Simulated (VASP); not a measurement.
A run of VASP 6.6.1 is set up as follows.

The input INCAR:

```
SYSTEM = S
PREC     = Accurate       ! precision mode
ENCUT    = 520            ! plane-wave cutoff, eV
EDIFF    = 1E-6           ! SCF threshold, eV
ISMEAR   = 0              ! smearing method
SIGMA    = 0.15           ! smearing width, eV
LREAL    = .False.        ! projectors in reciprocal space
LASPH    = .True.         ! aspherical terms in the spheres
NELM     = 100            ! most SCF steps
ALGO     = Normal         ! electronic algorithm
ISIF     = 2              ! what is computed and relaxed
LWAVE    = .False.        ! write WAVECAR
LCHARG   = .False.        ! write CHGCAR
GGA      = PS             ! functional
NBANDS   = 9              ! bands
```

KPOINTS

```
regular mesh
0
Gamma
  20 20 20
  0 0 0
```

Contents of POSCAR:

```
S
1.0
    0.0000000000      1.9943503440      1.9345198337
    1.9943503440      0.0000000000      1.9345198337
    1.9943503440      1.9943503440      0.0000000000
S
1
Direct
    0.0000000000      0.0000000000      0.0000000000
```

Potentials or basis: VASP PAW PBE potentials, release 64 (S).

The run is started by

```console
$ cat potpaw_PBE.64/S/POTCAR > POTCAR
$ mpirun -np 1 vasp_std > vasp.out
```

**Question.** Predict the pressure.

**Answer.** -2.7 GPa.

**Question.** Estimate the band gap on the k mesh.

**Answer.** Zero (bands 3 and 4 overlap by 6.23 eV).

Stress tensor (GPa, compression positive):
```
-1.87  0.00  0.00
 0.00 -1.87  0.00
 0.00  0.00 -4.44
```

Caveat: the cell differs from its parent crystal (strain -0.0300 x Voigt [0, 0, 1, 0, 0, 0]); the PAW data sets were made with another functional, which shifts forces and pressure a little.
